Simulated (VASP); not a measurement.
# TiSe2 (P-3m1) in VASP: relaxation of shape and atoms at fixed volume with r2SCAN

Aim: the relaxation of shape and atoms at fixed volume of TiSe2 with r2SCAN.

Everything below comes from runs of VASP 6.6.1. Logs are shortened: lines on timing, memory, paths and dates and some standing lists are left out, and cuts for length are marked.

### 1 The cell of the first run

Symmetry: P-3m1, No. 164, trigonal system. Conventional cell: a = 3.512 Å, b = 3.512 Å, c = 6.098 Å, α = 90.00°, β = 90.00°, γ = 120.00°. Ti (site symmetry -3m) has 6 Se at 2.52 Å within 3.3 Å. Within 3.3 Å of Se (site symmetry 3m) lie 3 Ti at 2.52 Å.

### 2 Relaxation of shape and atoms at fixed volume, r2SCAN (21.71 Å³/atom)

The input, POSCAR:

```
TiSe2
1.0
    3.5118971396      0.0000000000      0.0000000000
   -1.7559485698      3.0413921384      0.0000000000
    0.0000000000      0.0000000000      6.0980072609
Ti Se
1 2
Direct
    0.0000000000      0.0000000000      0.0000000000
    0.3333333333      0.6666666667      0.2465982200
    0.6666666667      0.3333333333      0.7534017800
```

The input, INCAR.step1:

```
  PREC = Accurate
  ENCUT = 550
  ISMEAR = 0
  SIGMA = 0.1
  LREAL = F
  LASPH = T
  NELM = 120
  GGA = PE
  ALGO = Normal
  EDIFF = 1E-5
  LWAVE = T
  LCHARG = F
  GGA_COMPAT = F
  IBRION = 2
  ISIF = 3
  EDIFFG = -0.005
  NELMIN = 4
  NSW = 100
```

The input, INCAR.step2:

```
  PREC = Accurate
  ENCUT = 550
  EDIFF = 1E-7
  ISMEAR = 0
  SIGMA = 0.1
  LREAL = F
  LASPH = T
  NELM = 120
  ALGO = Normal
  ISIF = 4
  LWAVE = F
  LCHARG = F
  METAGGA = R2SCAN
  LMIXTAU = T
  IBRION = 2
  NSW = 50
  EDIFFG = -0.01
  ISTART = 1
  GGA_COMPAT = F
  NELMIN = 4
```

The input, KPOINTS:

```
Automatic mesh
0
Gamma
  12 12 8
```

Potentials or basis: VASP PAW PBE potentials, release 64 (Ti_sv, Se).

Launch:

```console
$ cat potpaw_PBE.64/Ti_sv/POTCAR potpaw_PBE.64/Se/POTCAR > POTCAR
$ cp INCAR.step1 INCAR
$ mpirun -np 1 vasp_std > vasp.out
$ cp INCAR.step2 INCAR
$ mpirun -np 1 vasp_std > vasp.out
```

OUTCAR:

```text
PREC = Accurate
   ENCUT = 550
   EDIFF = 1E-7
   ISMEAR = 0
   LREAL = F
   LASPH = T
   NELM = 120
   ISIF = 4
   METAGGA = R2SCAN
   IBRION = 2
   NSW = 50
   EDIFFG = -0.01
   ISTART = 1
   NELMIN = 4

 ion  position               nearest neighbor table
   1  0.000  0.000  0.000-   2 2.52   3 2.52   3 2.52   2 2.52   3 2.52   2 2.52
   2  0.333  0.667  0.247-   1 2.52   1 2.52   1 2.52
   3  0.667  0.333  0.753-   1 2.52   1 2.52   1 2.52

  LATTYP: Found a hexagonal cell.
 ALAT       =     3.5118971396
 C/A-ratio  =     1.7363854972

  Lattice vectors:

 A1 = (   3.5118971396,   0.0000000000,   0.0000000000)
 A2 = (  -1.7559485698,   3.0413921384,   0.0000000000)
 A3 = (   0.0000000000,   0.0000000000,   6.0980072609)

Analysis of symmetry for initial positions (statically):
=====================================================================
 Subroutine PRICEL returns:
 Original cell was already a primitive cell.

 Routine SETGRP: Setting up the symmetry group for a
 hexagonal supercell.

 Subroutine GETGRP returns: Found 12 space group operations
 (whereof 12 operations were pure point group operations)
 out of a pool of 24 trial point group operations.

The static configuration has the point symmetry D_3d.

Analysis of symmetry for dynamics (positions and initial velocities):
=====================================================================
 Subroutine PRICEL returns:
 Original cell was already a primitive cell.

 Routine SETGRP: Setting up the symmetry group for a
 hexagonal supercell.

 Subroutine GETGRP returns: Found 12 space group operations
 (whereof 12 operations were pure point group operations)
 out of a pool of 24 trial point group operations.

The dynamic configuration has the point symmetry D_3d.

 Subroutine INISYM returns: Found 12 space group operations
 (whereof 12 operations are pure point group operations),
 and found     1 'primitive' translations

----------------------------------------------------------------------------------------

                                     Primitive cell

  volume of cell :      65.1332

  direct lattice vectors                    reciprocal lattice vectors
     3.511897140  0.000000000  0.000000000     0.284746381  0.164398400  0.000000000
    -1.755948570  3.041392138  0.000000000     0.000000000  0.328796799  0.000000000
     0.000000000  0.000000000  6.098007261     0.000000000  0.000000000  0.163987998

  length of vectors
     3.511897140  3.511897140  6.098007261     0.328796799  0.328796799  0.163987998

  position of ions in fractional coordinates (direct lattice)
     0.000000000  0.000000000  0.000000000
     0.333333333  0.666666667  0.246598220
     0.666666667  0.333333333  0.753401780

  ion indices of the primitive-cell ions
   primitive index   ion index
                 1           1
                 2           2
                 3           3

----------------------------------------------------------------------------------------

 KPOINTS: Automatic mesh

Automatic generation of k-mesh.
 Grid dimensions read from file:
 generate k-points for:   12   12    8

 Generating k-lattice:

  Cartesian coordinates                     Fractional coordinates (reciprocal lattice)
     0.023728865  0.013699867  0.000000000     0.083333333  0.000000000  0.000000000
     0.000000000  0.027399733  0.000000000     0.000000000  0.083333333  0.000000000
     0.000000000  0.000000000  0.020498500     0.000000000  0.000000000  0.125000000

  Length of vectors
     0.027399733  0.027399733  0.020498500

  Shift w.r.t. Gamma in fractional coordinates (k-lattice)
     0.000000000  0.000000000  0.000000000

 Subroutine IBZKPT returns following result:
 ===========================================

 Found    131 irreducible k-points:

 Following reciprocal coordinates:
            Coordinates               Weight
  0.000000  0.000000  0.000000      1.000000
  0.083333 -0.000000  0.000000      6.000000
  0.166667 -0.000000  0.000000      6.000000
  0.250000 -0.000000  0.000000      6.000000
  0.333333 -0.000000  0.000000      6.000000
  0.416667  0.000000  0.000000      6.000000
[... 16 lines left out ...]
  0.166667 -0.000000  0.125000      6.000000
  0.000000  0.166667  0.125000      6.000000
 [... further k-points ...]
   k-points           NKPTS =    131   k-points in BZ     NKDIM =    131   number of bands    NBANDS=     16
   number of dos      NEDOS =    301   number of ions     NIONS =      3
   total plane-waves  NPLWV =  37632
   dimension x,y,z NGX =    28 NGY =   28 NGZ =   48
   dimension x,y,z NGXF=    56 NGYF=   56 NGZF=   96
   ions per type =               1   2
   NGX,Y,Z   is equivalent  to a cutoff of  13.25, 13.25, 13.09 a.u.
   NGXF,Y,Z  is equivalent  to a cutoff of  26.51, 26.51, 26.17 a.u.
 SYSTEM =  unknown system
   PREC   = accura    normal or accurate (medium, high low for compatibility)
   ISTART =      1    job   : 0-new  1-cont  2-samecut
   ICHARG =      0    charge: 1-file 2-atom 10-const
   ISPIN  =      1    spin polarized calculation?
   LNONCOLLINEAR =      F non collinear calculations
   LSORBIT =      F    spin-orbit coupling
   LASPH  =      T    aspherical Exc in radial PAW
   ENCUT  =  550.0 eV  40.42 Ry    6.36 a.u.   6.72  6.72 11.66*2*pi/ulx,y,z
   NELM   =    120;   NELMIN=  4; NELMDL=  0     # of ELM steps
   EDIFF  = 0.1E-06   stopping-criterion for ELM
   LREAL  =      F    real-space projection
   EDIFFG = -.1E-01   stopping-criterion for IOM
   NSW    =     50    number of steps for IOM
   IBRION =      2    ionic relax: 0-MD 1-quasi-New 2-CG
   NFREE  =      1    steps in history (QN), initial steepest desc. (CG)
   ISIF   =      4    stress and relaxation
   ISYM   =      2    0-nonsym 1-usesym 2-fastsym
   POTIM  = 0.5000    time-step for ionic-motion
   TEBEG  =    0.0;   TEEND  =   0.0 temperature during run
   PSTRESS=    0.0 pullay stress
   NELECT =      24.0000    total number of electrons
   NUPDOWN=      -1.0000    fix difference up-down
   EMIN   =  10.00;   EMAX   =-10.00  energy-range for DOS
   EFERMI =   0.00;   METHOD = LEGACY
   ISMEAR =     0;   SIGMA  =   0.10  broadening in eV -4-tet -1-fermi 0-gaus
   EFERMI_NEDOS =   21; number of points for ismear=-14 and -15
   IALGO  =     38    algorithm
   IMIX   =      4    mixing-type and parameters
     AMIX     =   0.40;   BMIX     =  1.00
     AMIX_MAG =   1.60;   BMIX_MAG =  1.00
  volume/ion in A,a.u.               =      21.71       146.51
  Fermi-wavevector in a.u.,A,eV,Ry     =   1.173666  2.217907 18.741915  1.377492
  Thomas-Fermi vector in A             =   2.310075
   LORBIT       =      0    0 simple, 1 ext, 2 COOP (PROOUT), +10 PAW based schemes
   METAGGA = R2SCAN    functional components
   LHFCALC =     F    Hartree Fock is set to
   AEXX    =    0.0000 exact exchange contribution
   IVDW    =     0    specifies the selected vdW correction
   LEPSILON=     F    determine dielectric tensor
   LRPA    =     F    only Hartree local field effects (RPA)
 conjugate gradient relaxation of ions
 non-spin polarized calculation
 Gauss-broadening in eV      SIGMA  =   0.10
  energy-cutoff  :      550.00
  volume of cell :       65.13
 maximum number of plane-waves:      1944
 NGX is ok and might be reduce to    28
   NGX = 13   NGY = 13   NGZ = 23

--------------------------------------- Ionic step        1  -------------------------------------------

 number of electron      24.0000005 magnetization

 Free energy of the ion-electron system (eV)
  ---------------------------------------------------
  ext. energy  EPLUGINS =         0.00000000
  ---------------------------------------------------
  free energy    TOTEN  =       -45.46049499 eV

  energy without entropy =      -45.45866535  energy(sigma->0) =      -45.45958017

------------------------ aborting loop because EDIFF is reached ----------------------------------------

  FORCE on cell =-STRESS in cart. coord.  units (eV):
  Direction    XX          YY          ZZ          XY          YZ          ZX
  --------------------------------------------------------------------------------------
  -------------------------------------------------------------------------------------
  Total        1.5245186      1.5245186      1.5197690     -0.0000000     -0.0000000      0.0000000
  in kB       37.5008541     37.5008541     37.3840216     -0.0000000     -0.0000000      0.0000000
  external PRESSURE =      37.4619099 kB  Pullay stress =       0.0000000 kB
[... 133 lines left out ...]
  energy  without entropy=      -45.4706757740  energy(sigma->0) =      -45.47174094

--------------------------------------- Ionic step        5  -------------------------------------------

 number of electron      24.0000001 magnetization

 Free energy of the ion-electron system (eV)
  ---------------------------------------------------
  ext. energy  EPLUGINS =         0.00000000
  ---------------------------------------------------
  free energy    TOTEN  =       -45.47359427 eV

  energy without entropy =      -45.47126055  energy(sigma->0) =      -45.47242741

 E-fermi :   4.7099     XC(G=0): -10.4834

 val. band max:        4.7081486692   @ k =   0.4167   0.0000   0.5000
 cond. band min:       4.7484050023   @ k =   0.0000   0.4167   0.2500
 fundamental gap:      0.0402563332
 Fermi energy:         4.7099097858

 k-point     1 :       0.0000    0.0000    0.0000
  band No.  band energies     occupation
      1     -55.4843      2.00000
      2     -30.6634      2.00000
      3     -30.6494      2.00000
      4     -30.6494      2.00000
      5      -9.9320      2.00000
      6      -8.4434      2.00000
[... 8 lines left out ...]
     15       5.4784      0.00000
     16       8.0884      0.00000
[... 420 lines left out ...]
  band No.  band energies     occupation
      1     -55.4823      2.00000
      2     -30.6725      2.00000
      3     -30.6582      2.00000
      4     -30.6546      2.00000
      5      -9.5962      2.00000
      6      -8.3976      2.00000
[... 8 lines left out ...]
     15       6.1645      0.00000
     16       7.5967      0.00000

 [... further k-points ...]

------------------------ aborting loop because EDIFF is reached ----------------------------------------

  FORCE on cell =-STRESS in cart. coord.  units (eV):
  Direction    XX          YY          ZZ          XY          YZ          ZX
  --------------------------------------------------------------------------------------
  -------------------------------------------------------------------------------------
  Total        0.6850805      0.6850805      0.6993291     -0.0000000     -0.0000000      0.0000000
  in kB       16.8519443     16.8519443     17.2024384     -0.0000000     -0.0000000      0.0000000
  external PRESSURE =      16.9687757 kB  Pullay stress =       0.0000000 kB
[... 18 lines left out ...]
  FREE ENERGIE OF THE ION-ELECTRON SYSTEM (eV)
  ---------------------------------------------------
  free  energy   TOTEN  =       -45.4735942740 eV

  energy  without entropy=      -45.4712605469  energy(sigma->0) =      -45.47242741

 reached required accuracy - stopping structural energy minimisation
```

It took 30 min on 1 thread of Intel Xeon 6975P-C (Granite Rapids), shared host; peak memory 0.32 GiB.

What came out:

```yaml
Free_energy: -45.4736 eV
Energy_gained_by_relaxing: 4.4 meV/atom
Ionic_steps: 5
Pressure_after_relaxing: 1.7 GPa
Largest_force_after_relaxing: 0.005 eV/Å
Band_gap_on_the_k_mesh: zero (bands 12 and 13 overlap by 0.38 eV)
```

Forces on the atoms (eV/Å):
```
Ti   0.000  0.000  0.000
Se   0.000  0.000 -0.005
Se   0.000  0.000  0.005
```

The path:
```csv
step,energy change (eV),largest force (eV/Å),pressure (GPa),volume (Å³)
1,0.0000,0.3618,3.75,65.13
2,-0.0087,0.1378,2.77,65.13
3,-0.0102,0.0071,2.16,65.13
4,-0.0123,0.0060,1.95,65.13
5,-0.0131,0.0050,1.70,65.13
```

Final structure:
```
Ti Se
1.0
     3.53493    0.00000    0.00000
    -1.76746    3.06134    0.00000
     0.00000    0.00000    6.01880
Ti Se
1 2
Direct
  0.00000 0.00000 0.00000
  0.33333 0.66667 0.25277
  0.66667 0.33333 0.74723
```

Caveat: the PAW data sets were made with another functional, which shifts forces and pressure a little.

The gap in the log of VASP goes by the Fermi energy; the results here count the filled bands.